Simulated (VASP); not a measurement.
# Li2SbIO4 (P4/mmm) in VASP: single point with r2SCAN

Aim: the single point of Li2SbIO4 with r2SCAN.

All numbers are computed with VASP 6.6.1; they aren't measurements. Logs are shortened: lines on timing, memory, paths and dates and some standing lists are left out, and cuts for length are marked.

### Step 1. The cell of the first run

The structure is tetragonal, space group P4/mmm (No. 123). The conventional cell has a = 3.618 Å, b = 3.618 Å, c = 8.873 Å, α = 90.00°, β = 90.00°, γ = 90.00°. Within 4.5 Å of I (site symmetry 4/mmm) lie 8 Li at 3.34 Å and 4 I at 3.62 Å and 8 O at 3.66 Å and 2 Sb at 4.44 Å. Within 2.8 Å of Li (site symmetry 4mm) lie 4 O at 2.08 Å. Sb (site symmetry 4/mmm) has 8 O at 2.20 Å within 2.9 Å. Within 2.8 Å of O (site symmetry 2mm) lie 2 Li at 2.08 Å and 2 Sb at 2.20 Å and 5 O at 2.52 to 2.56 Å.

### Step 2. Single point, r2SCAN

POSCAR reads:

```
Li2SbIO4
1.0
    3.6177020000      0.0000000000      0.0000000000
    0.0000000000      3.6177020000      0.0000000000
    0.0000000000      0.0000000000      8.8727670000
I Li Sb O
1 2 1 4
Direct
    0.0000000000      0.0000000000      0.5000000000
    0.5000000000      0.5000000000      0.7416000000
    0.5000000000      0.5000000000      0.2584000000
    0.0000000000      0.0000000000      0.0000000000
    0.5000000000      0.0000000000      0.8580000000
    0.0000000000      0.5000000000      0.8580000000
    0.5000000000      0.0000000000      0.1420000000
    0.0000000000      0.5000000000      0.1420000000
```

INCAR.step1 reads:

```
PREC = Accurate ; ENCUT = 520
ISMEAR = -1 ; SIGMA = 0.1
LREAL = F ; LASPH = T
NELM = 100 ; NBANDS = 31
GGA = PE ; ALGO = Normal
EDIFF = 1E-4 ; LWAVE = T
LCHARG = F
```

INCAR.step2 reads:

```
PREC = Accurate ; ENCUT = 520
EDIFF = 1E-7 ; ISMEAR = -1
SIGMA = 0.1 ; LREAL = F
LASPH = T ; NELM = 100
ALGO = Normal ; ISIF = 2
LWAVE = F ; LCHARG = F
METAGGA = R2SCAN ; LMIXTAU = T
NBANDS = 31 ; ISTART = 1
```

KPOINTS reads:

```
Automatic mesh
0
Gamma
  9 9 4
```

Potentials or basis: VASP PAW PBE potentials, release 64 (I, Li_sv, Sb, O).

Run with:

```console
cat potpaw_PBE.64/I/POTCAR potpaw_PBE.64/Li_sv/POTCAR potpaw_PBE.64/Sb/POTCAR potpaw_PBE.64/O/POTCAR > POTCAR
cp INCAR.step1 INCAR
mpirun -np 1 vasp_std > vasp.out
cp INCAR.step2 INCAR
mpirun -np 1 vasp_std > vasp.out
```

OUTCAR:

```text
PREC = Accurate
   ENCUT = 520
   EDIFF = 1E-7
   ISMEAR = -1
   LREAL = F
   LASPH = T
   NELM = 100
   ISIF = 2
   METAGGA = R2SCAN
   ISTART = 1

 ion  position               nearest neighbor table
   1  0.000  0.000  0.500-
   2  0.500  0.500  0.742-   5 2.08   6 2.08   5 2.08   6 2.08
   3  0.500  0.500  0.258-   7 2.08   8 2.08   7 2.08   8 2.08
   4  0.000  0.000  0.000-   5 2.20   6 2.20   7 2.20   8 2.20   6 2.20   8 2.20   5 2.20   7 2.20

   5  0.500  0.000  0.858-   2 2.08   2 2.08   4 2.20   4 2.20
   6  0.000  0.500  0.858-   2 2.08   2 2.08   4 2.20   4 2.20
   7  0.500  0.000  0.142-   3 2.08   3 2.08   4 2.20   4 2.20
   8  0.000  0.500  0.142-   3 2.08   3 2.08   4 2.20   4 2.20

  LATTYP: Found a simple tetragonal cell.
 ALAT       =     3.6177020000
 C/A-ratio  =     2.4525975329

  Lattice vectors:

 A1 = (   3.6177020000,   0.0000000000,   0.0000000000)
 A2 = (   0.0000000000,   3.6177020000,   0.0000000000)
 A3 = (   0.0000000000,   0.0000000000,   8.8727670000)

Analysis of symmetry for initial positions (statically):
=====================================================================
 Subroutine PRICEL returns:
 Original cell was already a primitive cell.

 Routine SETGRP: Setting up the symmetry group for a
 simple tetragonal supercell.

 Subroutine GETGRP returns: Found 16 space group operations
 (whereof 16 operations were pure point group operations)
 out of a pool of 16 trial point group operations.

The static configuration has the point symmetry D_4h.

Analysis of symmetry for dynamics (positions and initial velocities):
=====================================================================
 Subroutine PRICEL returns:
 Original cell was already a primitive cell.

 Routine SETGRP: Setting up the symmetry group for a
 simple tetragonal supercell.

 Subroutine GETGRP returns: Found 16 space group operations
 (whereof 16 operations were pure point group operations)
 out of a pool of 16 trial point group operations.

The dynamic configuration has the point symmetry D_4h.

 Subroutine INISYM returns: Found 16 space group operations
 (whereof 16 operations are pure point group operations),
 and found     1 'primitive' translations

----------------------------------------------------------------------------------------

                                     Primitive cell

  volume of cell :     116.1247

  direct lattice vectors                    reciprocal lattice vectors
     3.617702000  0.000000000  0.000000000     0.276418566  0.000000000  0.000000000
     0.000000000  3.617702000  0.000000000     0.000000000  0.276418566  0.000000000
     0.000000000  0.000000000  8.872767000     0.000000000  0.000000000  0.112704413

  length of vectors
     3.617702000  3.617702000  8.872767000     0.276418566  0.276418566  0.112704413

  position of ions in fractional coordinates (direct lattice)
     0.000000000  0.000000000  0.500000000
     0.500000000  0.500000000  0.741600000
     0.500000000  0.500000000  0.258400000
     0.000000000  0.000000000  0.000000000
     0.500000000  0.000000000  0.858000000
     0.000000000  0.500000000  0.858000000
     0.500000000  0.000000000  0.142000000
     0.000000000  0.500000000  0.142000000

  ion indices of the primitive-cell ions
   primitive index   ion index
                 1           1
                 2           2
                 3           3
                 4           4
                 5           5
                 6           6
                 7           7
                 8           8

----------------------------------------------------------------------------------------

 KPOINTS: Automatic mesh

Automatic generation of k-mesh.
 Grid dimensions read from file:
 generate k-points for:    9    9    4

 Generating k-lattice:

  Cartesian coordinates                     Fractional coordinates (reciprocal lattice)
     0.030713174  0.000000000  0.000000000     0.111111111  0.000000000  0.000000000
     0.000000000  0.030713174  0.000000000     0.000000000  0.111111111  0.000000000
     0.000000000  0.000000000  0.028176103     0.000000000  0.000000000  0.250000000

  Length of vectors
     0.030713174  0.030713174  0.028176103

  Shift w.r.t. Gamma in fractional coordinates (k-lattice)
     0.000000000  0.000000000  0.000000000

 Subroutine IBZKPT returns following result:
 ===========================================

 Found     45 irreducible k-points:

 Following reciprocal coordinates:
            Coordinates               Weight
  0.000000  0.000000  0.000000      1.000000
  0.111111  0.000000  0.000000      4.000000
  0.222222  0.000000  0.000000      4.000000
  0.333333  0.000000  0.000000      4.000000
  0.444444  0.000000  0.000000      4.000000
  0.111111  0.111111  0.000000      4.000000
[... 16 lines left out ...]
  0.333333  0.111111  0.250000     16.000000
  0.444444  0.111111  0.250000     16.000000
 [... further k-points ...]
   k-points           NKPTS =     45   k-points in BZ     NKDIM =     45   number of bands    NBANDS=     31
   number of dos      NEDOS =    301   number of ions     NIONS =      8
   total plane-waves  NPLWV =  54880
   dimension x,y,z NGX =    28 NGY =   28 NGZ =   70
   dimension x,y,z NGXF=    56 NGYF=   56 NGZF=  140
   ions per type =               1   2   1   4
   NGX,Y,Z   is equivalent  to a cutoff of  12.87, 12.87, 13.12 a.u.
   NGXF,Y,Z  is equivalent  to a cutoff of  25.73, 25.73, 26.23 a.u.
 SYSTEM =  unknown system
   PREC   = accura    normal or accurate (medium, high low for compatibility)
   ISTART =      1    job   : 0-new  1-cont  2-samecut
   ICHARG =      0    charge: 1-file 2-atom 10-const
   ISPIN  =      1    spin polarized calculation?
   LNONCOLLINEAR =      F non collinear calculations
   LSORBIT =      F    spin-orbit coupling
   LASPH  =      T    aspherical Exc in radial PAW
   ENCUT  =  520.0 eV  38.22 Ry    6.18 a.u.   6.73  6.73 16.50*2*pi/ulx,y,z
   NELM   =    100;   NELMIN=  2; NELMDL=  0     # of ELM steps
   EDIFF  = 0.1E-06   stopping-criterion for ELM
   LREAL  =      F    real-space projection
   EDIFFG = 0.1E-05   stopping-criterion for IOM
   NSW    =      0    number of steps for IOM
   IBRION =     -1    ionic relax: 0-MD 1-quasi-New 2-CG
   NFREE  =      0    steps in history (QN), initial steepest desc. (CG)
   ISIF   =      2    stress and relaxation
   ISYM   =      2    0-nonsym 1-usesym 2-fastsym
   POTIM  = 0.5000    time-step for ionic-motion
   TEBEG  =    0.0;   TEEND  =   0.0 temperature during run
   PSTRESS=    0.0 pullay stress
   NELECT =      42.0000    total number of electrons
   NUPDOWN=      -1.0000    fix difference up-down
   EMIN   =  10.00;   EMAX   =-10.00  energy-range for DOS
   EFERMI =   0.00;   METHOD = LEGACY
   ISMEAR =    -1;   SIGMA  =   0.10  broadening in eV -4-tet -1-fermi 0-gaus
   EFERMI_NEDOS =   21; number of points for ismear=-14 and -15
   IALGO  =     38    algorithm
   IMIX   =      4    mixing-type and parameters
     AMIX     =   0.40;   BMIX     =  1.00
     AMIX_MAG =   1.60;   BMIX_MAG =  1.00
  volume/ion in A,a.u.               =      14.52        97.96
  Fermi-wavevector in a.u.,A,eV,Ry     =   1.166406  2.204188 18.510763  1.360503
  Thomas-Fermi vector in A             =   2.302919
   LORBIT       =      0    0 simple, 1 ext, 2 COOP (PROOUT), +10 PAW based schemes
   METAGGA = R2SCAN    functional components
   LHFCALC =     F    Hartree Fock is set to
   AEXX    =    0.0000 exact exchange contribution
   IVDW    =     0    specifies the selected vdW correction
   LEPSILON=     F    determine dielectric tensor
   LRPA    =     F    only Hartree local field effects (RPA)
 non-spin polarized calculation
  energy-cutoff  :      520.00
  volume of cell :      116.12
 maximum number of plane-waves:      3153
 NGX is ok and might be reduce to    28
   NGX = 13   NGY = 13   NGZ = 33

 number of electron      42.0000014 magnetization

 Free energy of the ion-electron system (eV)
  ---------------------------------------------------
  ext. energy  EPLUGINS =         0.00000000
  ---------------------------------------------------
  free energy    TOTEN  =       -87.55079297 eV

  energy without entropy =      -87.38692077  energy(sigma->0) =      -87.46885687

 E-fermi :   3.0716     XC(G=0): -10.0632

 val. band max:        3.0613596805   @ k =   0.4444   0.2222   0.0000
 cond. band min:       3.0744563382   @ k =   0.0000   0.0000   0.5000
 fundamental gap:      0.0130966578
 Fermi energy:         3.0716353394

 k-point     1 :       0.0000    0.0000    0.0000
  band No.  band energies     occupation
      1     -41.9137      2.00000
      2     -41.9137      2.00000
      3     -16.5907      2.00000
      4     -15.3037      2.00000
      5     -13.8191      2.00000
      6     -13.3758      2.00000
[... 23 lines left out ...]
     30      12.5820      0.00000
     31      13.4792      0.00000

 k-point     2 :       0.1111    0.0000    0.0000
  band No.  band energies     occupation
      1     -41.9136      2.00000
      2     -41.9135      2.00000
      3     -16.5172      2.00000
      4     -15.2438      2.00000
      5     -13.9084      2.00000
      6     -13.4270      2.00000
[... 23 lines left out ...]
     30      12.3909      0.00000
     31      12.8340      0.00000

 k-point     3 :       0.2222    0.0000    0.0000
  band No.  band energies     occupation
      1     -41.9131      2.00000
      2     -41.9131      2.00000
      3     -16.3025      2.00000
      4     -15.0721      2.00000
      5     -14.1645      2.00000
      6     -13.5775      2.00000
[... 703 lines left out ...]
     30      12.9308      0.00000
     31      13.6616      0.00000

 k-point    24 :       0.4444    0.1111    0.2500
  band No.  band energies     occupation
      1     -41.9121      2.00000
      2     -41.9121      2.00000
      3     -15.5171      2.00000
      4     -14.9862      2.00000
      5     -14.4858      2.00000
      6     -14.0874      2.00000
[... 23 lines left out ...]
     30      13.0775      0.00000
     31      14.0503      0.00000

 [... further k-points ...]

------------------------ aborting loop because EDIFF is reached ----------------------------------------

  FORCE on cell =-STRESS in cart. coord.  units (eV):
  Direction    XX          YY          ZZ          XY          YZ          ZX
  --------------------------------------------------------------------------------------
  -------------------------------------------------------------------------------------
  Total       -8.7010848     -8.7010848     -4.0346560      0.0000000      0.0000000      0.0000000
  in kB     -120.0492161   -120.0492161    -55.6663100      0.0000000      0.0000000      0.0000000
  external PRESSURE =     -98.5882474 kB  Pullay stress =       0.0000000 kB

 VOLUME and BASIS-vectors are now :
 -----------------------------------------------------------------------------
  energy-cutoff  :      520.00
  volume of cell :      116.12
      direct lattice vectors                 reciprocal lattice vectors
     3.617702000  0.000000000  0.000000000     0.276418566  0.000000000  0.000000000
     0.000000000  3.617702000  0.000000000     0.000000000  0.276418566  0.000000000
     0.000000000  0.000000000  8.872767000     0.000000000  0.000000000  0.112704413

 POSITION                                       TOTAL-FORCE (eV/Angst)
 -----------------------------------------------------------------------------------
      0.00000      0.00000      4.43638         0.000000      0.000000      0.000000
      1.80885      1.80885      6.58004         0.000000      0.000000      0.713165
      1.80885      1.80885      2.29272        -0.000000     -0.000000     -0.713165
      0.00000      0.00000      0.00000         0.000000      0.000000      0.000000
      1.80885      0.00000      7.61283        -0.000000      0.000000      0.554905
      0.00000      1.80885      7.61283        -0.000000      0.000000      0.554905
      1.80885      0.00000      1.25993         0.000000      0.000000     -0.554905
      0.00000      1.80885      1.25993        -0.000000      0.000000     -0.554905
 -----------------------------------------------------------------------------------
    total drift:                                0.000000     -0.000000      0.000000

  FREE ENERGIE OF THE ION-ELECTRON SYSTEM (eV)
  ---------------------------------------------------
  free  energy   TOTEN  =       -87.5507929722 eV

  energy  without entropy=      -87.3869207651  energy(sigma->0) =      -87.46885687
```

Run time: 8.7 min. Hardware: 1 thread of Intel Xeon Platinum 8488C (Sapphire Rapids), shared host; peak memory 0.34 GiB.

Results:

```
Free energy            : -87.5508 eV
Largest force          : 0.713 eV/Å
Band gap on the k mesh : zero (bands 21 and 22 overlap by 0.54 eV)
```

Forces in eV/Å, atoms in the order of the input:
```
I    0.000  0.000  0.000
Li   0.000  0.000  0.713
Li   0.000  0.000 -0.713
Sb   0.000  0.000  0.000
O    0.000  0.000  0.555
O    0.000  0.000  0.555
O    0.000  0.000 -0.555
O    0.000  0.000 -0.555
```

Caveat: the cutoff is under 1.25 times the usual one of these potentials, so pressure, stress and relaxed cells hold a basis-set (Pulay) error; the PAW data sets were made with another functional, which shifts forces and pressure a little; spin-orbit coupling is left out, which moves the levels of the heavy elements.
